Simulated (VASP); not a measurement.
**Bi: single point with PBEsol**

Bi:

```
Bi
1.0
     4.53900    0.04539    0.04539
    -2.23019    3.90819    0.01661
     0.11829    0.11829   11.82900
Bi
2
Direct
  0.33333 0.66667 0.25000
  0.66667 0.33333 0.75000
```

This cell differs from its parent crystal: equal xy, yz and zx shear strains of +2 %.

| Quantity | Value |
| --- | --- |
| Program | VASP 6.6.1 |
| Task | single point |
| Functional | PBEsol |
| Potentials or basis | VASP PAW PBE potentials, release 64 (Bi_d) |
| Cutoff | 520 eV |
| k mesh | 9 × 9 × 3 |
| Occupations | fermi-dirac, width 0.03 eV |
| Spin | no spin polarisation |
| Dipole correction | no |
| Further INCAR settings | ALGO = Normal; EDIFF = 1e-06; NBANDS = 22 |

The pressure is -3.6 GPa and the band gap on the k mesh is zero (bands 15 and 16 overlap by 2.09 eV).

Stress tensor (GPa, compression positive):
```
-5.13  0.08 -0.04
 0.08 -5.14 -0.04
-0.04 -0.04 -0.40
```

Levels at points of the mesh, in eV from the Fermi level:
```tsv
k point	band 13	band 14	band 15	band 16	band 17	band 18
(0.00, 0.00, 0.00)	-0.84	-0.34	1.39	1.40	1.47	1.48
```

It took 12 min on 1 thread of Oxide Virtual Turin-like Processor, on a shared host, peak memory 0.6 GiB.

Caveat: the cell differs from its parent crystal (equal xy, yz and zx shear strains of +2 %); the cell stands under tension; the PAW data sets were made with another functional, which shifts forces and pressure a little; spin-orbit coupling is left out, which moves the levels of the heavy elements.
